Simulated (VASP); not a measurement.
# BN (Imm2) in VASP: a series of runs

BN is run at these levels: r2SCAN; tasks: single point.

All numbers are computed with VASP 6.6.1; they aren't measurements. Logs are shortened: lines on timing, memory, paths and dates and some standing lists are left out, and cuts for length are marked.

### Step 1. The cell of the first run

The structure is orthorhombic, space group Imm2 (No. 44). Conventional cell: a = 2.564 Å, b = 2.564 Å, c = 3.626 Å, α = 90.00°, β = 90.00°, γ = 90.00°. B (site symmetry mm2) has 4 N at 1.50 to 1.65 Å within 2.0 Å. Within 2.0 Å of N (site symmetry mm2) lie 4 B at 1.50 to 1.65 Å.

### Step 2. Single point, r2SCAN (all N atoms moved +0.125 Å, as atom 2 along Cartesian [0 1 0])

The input, POSCAR:

```
BN
1.0
    0.0000000000      1.8130010000      1.8130010000
    1.8130010000      0.0000000000      1.8130010000
    1.8130010000      1.8130010000      0.0000000000
B N
1 1
Direct
    0.0000000000      0.0000000000      0.0000000000
    0.7844732297      0.7155267703      0.7844732297
```

The input, INCAR.step1:

```
SYSTEM = BN
  PREC = Accurate
  ENCUT = 520
  ISMEAR = 0
  SIGMA = 0.05
  LREAL = .FALSE.
  LASPH = .TRUE.
  NELM = 100
  NBANDS = 11
  GGA = PE
  ALGO = Normal
  EDIFF = 1E-4
  LWAVE = .TRUE.
  LCHARG = .FALSE.
```

The input, INCAR.step2:

```
SYSTEM = BN
  PREC = Accurate
  ENCUT = 520
  EDIFF = 1E-7
  ISMEAR = 0
  SIGMA = 0.05
  LREAL = .FALSE.
  LASPH = .TRUE.
  NELM = 100
  ALGO = Normal
  ISIF = 2
  LWAVE = .FALSE.
  LCHARG = .FALSE.
  METAGGA = R2SCAN
  LMIXTAU = .TRUE.
  NBANDS = 11
  ISTART = 1
```

The input, KPOINTS:

```
Automatic mesh
0
G
  12 12 12
  0 0 0
```

Potentials or basis: VASP PAW PBE potentials, release 64 (B, N).

Run with:

```sh
$ cat potpaw_PBE.64/B/POTCAR potpaw_PBE.64/N/POTCAR > POTCAR
$ cp INCAR.step1 INCAR
$ mpirun -np 1 vasp_std > vasp.out
$ cp INCAR.step2 INCAR
$ mpirun -np 1 vasp_std > vasp.out
```

OUTCAR:

```text
SYSTEM = BN
   PREC = Accurate
   ENCUT = 520
   EDIFF = 1E-7
   ISMEAR = 0
   LREAL = .FALSE.
   LASPH = .TRUE.
   NELM = 100
   ISIF = 2
   METAGGA = R2SCAN
   ISTART = 1

 ion  position               nearest neighbor table
   1  0.000  0.000  0.000-   2 1.50   2 1.50   2 1.65   2 1.65
   2  0.784  0.716  0.784-   1 1.50   1 1.50   1 1.65   1 1.65

  LATTYP: Found a face centered cubic cell.
 ALAT       =     3.6260020000

  Lattice vectors:

 A1 = (   0.0000000000,   1.8130010000,   1.8130010000)
 A2 = (   1.8130010000,   0.0000000000,   1.8130010000)
 A3 = (   1.8130010000,   1.8130010000,   0.0000000000)

Analysis of symmetry for initial positions (statically):
=====================================================================
 Subroutine PRICEL returns:
 Original cell was already a primitive cell.

 Routine SETGRP: Setting up the symmetry group for a
 face centered cubic supercell.

 Subroutine GETGRP returns: Found  4 space group operations
 (whereof  4 operations were pure point group operations)
 out of a pool of 48 trial point group operations.

The static configuration has the point symmetry C_2v.

Analysis of symmetry for dynamics (positions and initial velocities):
=====================================================================
 Subroutine PRICEL returns:
 Original cell was already a primitive cell.

 Routine SETGRP: Setting up the symmetry group for a
 face centered cubic supercell.

 Subroutine GETGRP returns: Found  4 space group operations
 (whereof  4 operations were pure point group operations)
 out of a pool of 48 trial point group operations.

The dynamic configuration has the point symmetry C_2v.

 Subroutine INISYM returns: Found  4 space group operations
 (whereof  4 operations are pure point group operations),
 and found     1 'primitive' translations

----------------------------------------------------------------------------------------

                                     Primitive cell

  volume of cell :      11.9186

  direct lattice vectors                    reciprocal lattice vectors
     0.000000000  1.813001000  1.813001000    -0.275785838  0.275785838  0.275785838
     1.813001000  0.000000000  1.813001000     0.275785838 -0.275785838  0.275785838
     1.813001000  1.813001000  0.000000000     0.275785838  0.275785838 -0.275785838

  length of vectors
     2.563970603  2.563970603  2.563970603     0.477675083  0.477675083  0.477675083

  position of ions in fractional coordinates (direct lattice)
     0.000000000  0.000000000  0.000000000
     0.784473230  0.715526770  0.784473230

  ion indices of the primitive-cell ions
   primitive index   ion index
                 1           1
                 2           2

----------------------------------------------------------------------------------------

 KPOINTS: Automatic mesh

Automatic generation of k-mesh.
 Grid dimensions read from file:
 generate k-points for:   12   12   12

 Generating k-lattice:

  Cartesian coordinates                     Fractional coordinates (reciprocal lattice)
    -0.022982153  0.022982153  0.022982153     0.083333333  0.000000000  0.000000000
     0.022982153 -0.022982153  0.022982153     0.000000000  0.083333333  0.000000000
     0.022982153  0.022982153 -0.022982153     0.000000000  0.000000000  0.083333333

  Length of vectors
     0.039806257  0.039806257  0.039806257

  Shift w.r.t. Gamma in fractional coordinates (k-lattice)
     0.000000000  0.000000000  0.000000000

 Subroutine IBZKPT returns following result:
 ===========================================

 Found    280 irreducible k-points:

 Following reciprocal coordinates:
            Coordinates               Weight
  0.000000  0.000000  0.000000      1.000000
  0.083333  0.000000  0.000000      4.000000
  0.000000  0.083333  0.000000      4.000000
  0.166667  0.000000  0.000000      4.000000
  0.000000  0.166667  0.000000      4.000000
  0.250000  0.000000  0.000000      4.000000
[... 16 lines left out ...]
  0.250000  0.166667  0.250000      4.000000
  0.333333  0.083333  0.000000      8.000000
 [... further k-points ...]
   k-points           NKPTS =    280   k-points in BZ     NKDIM =    280   number of bands    NBANDS=     11
   number of dos      NEDOS =    301   number of ions     NIONS =      2
   total plane-waves  NPLWV =   8000
   dimension x,y,z NGX =    20 NGY =   20 NGZ =   20
   dimension x,y,z NGXF=    40 NGYF=   40 NGZF=   40
   ions per type =               1   1
   NGX,Y,Z   is equivalent  to a cutoff of  12.97, 12.97, 12.97 a.u.
   NGXF,Y,Z  is equivalent  to a cutoff of  25.94, 25.94, 25.94 a.u.
 SYSTEM =  BN
   PREC   = accura    normal or accurate (medium, high low for compatibility)
   ISTART =      1    job   : 0-new  1-cont  2-samecut
   ICHARG =      0    charge: 1-file 2-atom 10-const
   ISPIN  =      1    spin polarized calculation?
   LNONCOLLINEAR =      F non collinear calculations
   LSORBIT =      F    spin-orbit coupling
   LASPH  =      T    aspherical Exc in radial PAW
   ENCUT  =  520.0 eV  38.22 Ry    6.18 a.u.   4.77  4.77  4.77*2*pi/ulx,y,z
   NELM   =    100;   NELMIN=  2; NELMDL=  0     # of ELM steps
   EDIFF  = 0.1E-06   stopping-criterion for ELM
   LREAL  =      F    real-space projection
   EDIFFG = 0.1E-05   stopping-criterion for IOM
   NSW    =      0    number of steps for IOM
   IBRION =     -1    ionic relax: 0-MD 1-quasi-New 2-CG
   NFREE  =      0    steps in history (QN), initial steepest desc. (CG)
   ISIF   =      2    stress and relaxation
   ISYM   =      2    0-nonsym 1-usesym 2-fastsym
   POTIM  = 0.5000    time-step for ionic-motion
   TEBEG  =    0.0;   TEEND  =   0.0 temperature during run
   PSTRESS=    0.0 pullay stress
   NELECT =       8.0000    total number of electrons
   NUPDOWN=      -1.0000    fix difference up-down
   EMIN   =  10.00;   EMAX   =-10.00  energy-range for DOS
   EFERMI =   0.00;   METHOD = LEGACY
   ISMEAR =     0;   SIGMA  =   0.05  broadening in eV -4-tet -1-fermi 0-gaus
   EFERMI_NEDOS =   21; number of points for ismear=-14 and -15
   IALGO  =     38    algorithm
   IMIX   =      4    mixing-type and parameters
     AMIX     =   0.40;   BMIX     =  1.00
     AMIX_MAG =   1.60;   BMIX_MAG =  1.00
  volume/ion in A,a.u.               =       5.96        40.22
  Fermi-wavevector in a.u.,A,eV,Ry     =   1.433387  2.708709 27.954506  2.054598
  Thomas-Fermi vector in A             =   2.552911
   LORBIT       =      0    0 simple, 1 ext, 2 COOP (PROOUT), +10 PAW based schemes
   METAGGA = R2SCAN    functional components
   LHFCALC =     F    Hartree Fock is set to
   AEXX    =    0.0000 exact exchange contribution
   IVDW    =     0    specifies the selected vdW correction
   LEPSILON=     F    determine dielectric tensor
   LRPA    =     F    only Hartree local field effects (RPA)
 non-spin polarized calculation
 Gauss-broadening in eV      SIGMA  =   0.05
  energy-cutoff  :      520.00
  volume of cell :       11.92
 maximum number of plane-waves:       332
   NGX =  9   NGY =  9   NGZ =  9

 number of electron       8.0000000 magnetization

 Free energy of the ion-electron system (eV)
  ---------------------------------------------------
  ext. energy  EPLUGINS =         0.00000000
  ---------------------------------------------------
  free energy    TOTEN  =       -18.98848409 eV

  energy without entropy =      -18.98848409  energy(sigma->0) =      -18.98848409

 E-fermi :   8.3734     XC(G=0): -13.5952

 val. band max:        8.0660540747   @ k =   0.0000   0.0000   0.0000
 cond. band min:      11.9063485536   @ k =   0.5000   0.5000   0.0000
 fundamental gap:      3.8402944788
 Fermi energy:         8.3733754325

 k-point     1 :       0.0000    0.0000    0.0000
  band No.  band energies     occupation
      1     -14.0674      2.00000
      2       5.8329      2.00000
      3       7.2669      2.00000
      4       8.0661      2.00000
      5      16.0558      0.00000
      6      16.3564      0.00000
      7      17.7399      0.00000
      8      18.1131      0.00000
      9      32.9353      0.00000
     10      35.6565      0.00000
     11      35.7327      0.00000

 k-point     2 :       0.0833    0.0000    0.0000
  band No.  band energies     occupation
      1     -13.8928      2.00000
      2       5.6831      2.00000
      3       6.5544      2.00000
      4       7.5823      2.00000
      5      16.1313      0.00000
      6      16.8970      0.00000
      7      18.0182      0.00000
      8      18.5407      0.00000
      9      32.6727      0.00000
     10      33.9089      0.00000
     11      33.9277      0.00000

 k-point     3 :       0.0000    0.0833    0.0000
  band No.  band energies     occupation
      1     -13.8957      2.00000
      2       5.1790      2.00000
      3       6.8921      2.00000
      4       7.8660      2.00000
      5      16.3171      0.00000
      6      16.4938      0.00000
      7      17.7682      0.00000
      8      19.0363      0.00000
      9      32.6610      0.00000
     10      33.2152      0.00000
     11      33.7778      0.00000

 k-point     4 :       0.1667    0.0000    0.0000
  band No.  band energies     occupation
      1     -13.3767      2.00000
      2       4.3553      2.00000
      3       5.3064      2.00000
      4       7.0851      2.00000
      5      16.3529      0.00000
      6      17.5574      0.00000
      7      18.6898      0.00000
      8      19.7863      0.00000
      9      31.9921      0.00000
     10      32.2696      0.00000
     11      32.8534      0.00000

 k-point     5 :       0.0000    0.1667    0.0000
  band No.  band energies     occupation
      1     -13.3878      2.00000
      2       3.3644      2.00000
      3       6.2213      2.00000
      4       7.3875      2.00000
      5      16.7365      0.00000
      6      16.8897      0.00000
      7      18.5340      0.00000
      8      20.5618      0.00000
      9      31.4909      0.00000
     10      31.7708      0.00000
     11      32.5120      0.00000
[... 211 lines left out ...]
 k-point    21 :       0.0000    0.2500    0.0833
  band No.  band energies     occupation
      1     -12.7289      2.00000
      2       1.7996      2.00000
      3       5.2519      2.00000
      4       6.8268      2.00000
      5      16.4683      0.00000
      6      17.6662      0.00000
      7      19.6917      0.00000
      8      21.7186      0.00000
      9      28.5162      0.00000
     10      33.0228      0.00000
     11      33.4926      0.00000

 k-point    22 :       0.0833    0.0000    0.2500
  band No.  band energies     occupation
      1     -12.7085      2.00000
      2       2.5810      2.00000
      3       4.4304      2.00000
      4       6.6219      2.00000
      5      16.4152      0.00000
      6      17.8217      0.00000
      7      19.9712      0.00000
      8      20.8356      0.00000
      9      28.8364      0.00000
     10      33.6564      0.00000
     11      33.9500      0.00000

 k-point    23 :       0.2500    0.1667    0.2500
  band No.  band energies     occupation
      1     -12.7199      2.00000
      2       1.9082      2.00000
      3       5.5972      2.00000
      4       6.1956      2.00000
      5      16.5118      0.00000
      6      18.3428      0.00000
      7      19.4961      0.00000
      8      21.0776      0.00000
      9      28.4181      0.00000
     10      33.6522      0.00000
     11      33.6624      0.00000

 k-point    24 :       0.3333    0.0833    0.0000
  band No.  band energies     occupation
      1     -11.7119      2.00000
      2       0.1265      2.00000
      3       4.2789      2.00000
      4       5.7862      2.00000
      5      16.5002      0.00000
      6      18.7910      0.00000
      7      19.7448      0.00000
      8      21.5482      0.00000
      9      29.7331      0.00000
     10      33.3468      0.00000
     11      35.2399      0.00000

 [... further k-points ...]

------------------------ aborting loop because EDIFF is reached ----------------------------------------

  FORCE on cell =-STRESS in cart. coord.  units (eV):
  Direction    XX          YY          ZZ          XY          YZ          ZX
  --------------------------------------------------------------------------------------
  -------------------------------------------------------------------------------------
  Total        0.0646848     -0.0634918      0.0646848      0.0000000      0.0000000      0.0584798
  in kB        8.6953809     -8.5350159      8.6953809      0.0000000      0.0000000      7.8612571
  external PRESSURE =       2.9519153 kB  Pullay stress =       0.0000000 kB

 VOLUME and BASIS-vectors are now :
 -----------------------------------------------------------------------------
  energy-cutoff  :      520.00
  volume of cell :       11.92
      direct lattice vectors                 reciprocal lattice vectors
     0.000000000  1.813001000  1.813001000    -0.275785838  0.275785838  0.275785838
     1.813001000  0.000000000  1.813001000     0.275785838 -0.275785838  0.275785838
     1.813001000  1.813001000  0.000000000     0.275785838  0.275785838 -0.275785838

 POSITION                                       TOTAL-FORCE (eV/Angst)
 -----------------------------------------------------------------------------------
      0.00000      0.00000      0.00000        -0.000000      2.861702     -0.000000
      2.71950      2.84450      2.71950         0.000000     -2.861702      0.000000
 -----------------------------------------------------------------------------------
    total drift:                                0.000001      0.000083      0.000000

  FREE ENERGIE OF THE ION-ELECTRON SYSTEM (eV)
  ---------------------------------------------------
  free  energy   TOTEN  =       -18.9884840911 eV

  energy  without entropy=      -18.9884840911  energy(sigma->0) =      -18.98848409
```

It took 3.9 min on 1 thread of Intel Xeon 8259CL, shared host; peak memory 0.15 GiB.

What came out:

- Free energy: -18.9885 eV
- Pressure: 0.3 GPa
- Largest force: 2.862 eV/Å
- Band gap on the k mesh: 3.84 eV (least direct gap 7.99 eV)

Forces on the atoms (eV/Å):
```
B    0.000  2.862  0.000
N    0.000 -2.862  0.000
```

Stress tensor (GPa, compression positive):
```
 0.87  0.00  0.79
 0.00 -0.85  0.00
 0.79  0.00  0.87
```

Caveat: the cell differs from its parent crystal (all N atoms moved +0.125 Å, as atom 2 along Cartesian [0 1 0]); the PAW data sets were made with another functional, which shifts forces and pressure a little. A k mesh can miss the band edges.

### Step 3. Single point, r2SCAN (all N atoms moved +0.062 Å, as atom 2 along Cartesian [0 1 0])

POSCAR: that of step 2 with these lines changed.

```diff
@@ -9,2 +9,2 @@
     0.0000000000      0.0000000000      0.0000000000
-    0.7844732297      0.7155267703      0.7844732297
+    0.7672366149      0.7327633851      0.7672366149
```

The input, INCAR.step1:

```
SYSTEM = BN
ALGO = Normal ; EDIFF = 1E-4
ENCUT = 520 ; GGA = PE
ISMEAR = 0 ; LASPH = .TRUE.
LCHARG = .FALSE. ; LREAL = .FALSE.
LWAVE = .TRUE. ; NBANDS = 11
NELM = 80 ; PREC = Accurate
SIGMA = 0.05
```

The input, INCAR.step2:

```
SYSTEM = BN
ALGO = Normal ; EDIFF = 1E-7
ENCUT = 520 ; ISIF = 2
ISMEAR = 0 ; ISTART = 1
LASPH = .TRUE. ; LCHARG = .TRUE.
LELF = .TRUE. ; LMIXTAU = .TRUE.
LREAL = .FALSE. ; LVHAR = .TRUE.
LWAVE = .FALSE. ; METAGGA = R2SCAN
NBANDS = 11 ; NELM = 80
PREC = Accurate ; SIGMA = 0.05
```

The input, KPOINTS:

```
k-points
0
G
  12 12 12
  0 0 0
```

Potentials or basis: VASP PAW PBE potentials, release 64 (B, N).

Run with:

```sh
$ cat potpaw_PBE.64/B/POTCAR potpaw_PBE.64/N/POTCAR > POTCAR
$ cp INCAR.step1 INCAR
$ mpirun -np 1 vasp_std > vasp.out
$ cp INCAR.step2 INCAR
$ mpirun -np 1 vasp_std > vasp.out
```

Run time: 2.5 min. Hardware: 1 thread of Intel Xeon 8259CL, shared host; peak memory 0.15 GiB.

It converged, with:

```
Free energy            : -19.1244 eV
Pressure               : -3.0 GPa
Largest force          : 1.468 eV/Å
Band gap on the k mesh : 4.39 eV (least direct gap 8.59 eV)
```

Forces on the atoms (eV/Å):
```
B    0.000  1.468  0.000
N    0.000 -1.468  0.000
```

Stress tensor (GPa, compression positive):
```
-2.84  0.00  0.35
 0.00 -3.28  0.00
 0.35  0.00 -2.84
```

Levels at points of the mesh, in eV from the valence-band top:
| k point | band 2 | band 3 | band 4 | band 5 | band 6 | band 7 |
| --- | --- | --- | --- | --- | --- | --- |
| (0.00, 0.00, 0.00) | -1.14 | -0.49 | 0.00 | 8.59 | 8.89 | 9.46 |
| (0.50, 0.00, 0.00) | -11.42 | -3.03 | -2.17 | 9.70 | 10.48 | 11.50 |
| (0.00, 0.50, 0.00) | -11.63 | -2.82 | -2.07 | 10.02 | 10.32 | 11.87 |
| (0.50, 0.50, 0.00) | -9.81 | -5.55 | -5.55 | 4.39 | 9.12 | 18.67 |
| (0.50, 0.00, 0.50) | -9.78 | -5.89 | -5.31 | 4.44 | 9.25 | 18.11 |

Caveat: the cell differs from its parent crystal (all N atoms moved +0.062 Å, as atom 2 along Cartesian [0 1 0]); the PAW data sets were made with another functional, which shifts forces and pressure a little. A k mesh can miss the band edges.
